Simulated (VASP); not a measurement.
## SiO2: single point with LDA

Crystal: SiO2.

```
Si O
1.0
     4.20500    0.00000    0.00000
     0.00000    4.20500    0.00000
     0.00000    0.00000    2.78910
Si O
2 4
Direct
  0.50000 0.50000 0.50000
  0.00000 0.00000 0.00000
  0.69443 0.69443 0.00000
  0.19443 0.80557 0.50000
  0.30557 0.30557 0.00000
  0.80557 0.19443 0.50000
```

```yaml
Program: VASP 6.6.1
Task: single point
Functional: LDA
Potentials_or_basis: VASP PAW LDA potentials, release 64 (Si, O)
Cutoff: 520 eV
k_mesh: 6 × 6 × 8
Occupations: gaussian, width 0.05 eV
Spin: no spin polarisation
```

The pressure is -20.8 GPa. The largest force is 0.128 eV/Å and the band gap on the k mesh is 4.44 eV, direct.

Forces on the atoms (eV/Å):
```
Si   0.000  0.000  0.000
Si   0.000  0.000  0.000
O   -0.090 -0.090  0.000
O   -0.090  0.090  0.000
O    0.090  0.090  0.000
O    0.090 -0.090  0.000
```

Stress tensor (GPa, compression positive):
```
-15.12   0.00   0.00
  0.00 -15.12   0.00
  0.00   0.00 -32.22
```

Levels at points of the mesh, in eV from the valence-band top:
```csv
k point,band 12,band 13,band 14,band 15,band 16,band 17,band 18,band 19,band 20,band 21
"(0.00, 0.00, 0.00)",-3.17,-2.60,-0.82,-0.82,0.00,4.44,5.68,7.33,7.33,10.24
"(0.50, 0.00, 0.00)",-3.68,-2.72,-2.72,-0.98,-0.98,6.58,6.58,7.96,7.96,10.79
"(0.50, 0.50, 0.00)",-3.32,-2.71,-2.71,-2.01,-2.01,6.29,6.29,8.94,8.94,12.76
"(0.00, 0.00, 0.50)",-4.45,-3.00,-3.00,-2.49,-2.49,8.18,8.18,11.76,11.76,12.25
"(0.50, 0.00, 0.50)",-3.81,-2.11,-2.11,-1.63,-1.63,8.01,8.01,9.39,9.39,11.77
"(0.50, 0.50, 0.50)",-4.26,-1.58,-1.58,-1.42,-1.42,6.41,6.41,10.48,10.48,11.17
```

Run time: 40 s on 1 thread of Intel Xeon 6975P-C (shared host), peak memory 0.17 GiB.

A k mesh can miss the band edges. As with any semilocal functional, this LDA gap is likely too small.
